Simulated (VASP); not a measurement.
A run of VASP 6.6.1 is set up as follows.

The input INCAR:

```
ALGO = Normal
EDIFF = 1E-6
ENCUT = 520
GGA = PE
ISIF = 2
ISMEAR = 0
LASPH = T
LCHARG = F
LREAL = F
LWAVE = F
NBANDS = 21
NELM = 60
PREC = Accurate
SIGMA = 0.1
```

File KPOINTS:

```
k-points
0
Gamma
  6 6 6
```

File POSCAR:

```
Pb
1.0
   -3.0799865891      3.0799865891      1.6801895393
    3.0799865891     -3.0799865891      1.6801895393
    3.0799865891      3.0799865891     -1.6801895393
Pb
2
Direct
    0.0000000000      0.0000000000      0.0000000000
    0.7500000000      0.2500000000      0.5000000000
```

Potentials or basis: VASP PAW PBE potentials, release 64 (Pb_d).

The run is started by

```sh
$ cat potpaw_PBE.64/Pb_d/POTCAR > POTCAR
$ mpirun -np 1 vasp_std > vasp.out
```

(1) What does it give for the band gap on the k mesh?

(2) Predict the pressure.

## Answers

(1) zero (band 14 reaches 7.47 eV, above the bottom of band 15 at 4.37 eV).

(2) 1.7 GPa.

Caveat: spin-orbit coupling is left out, which moves the levels of the heavy elements.
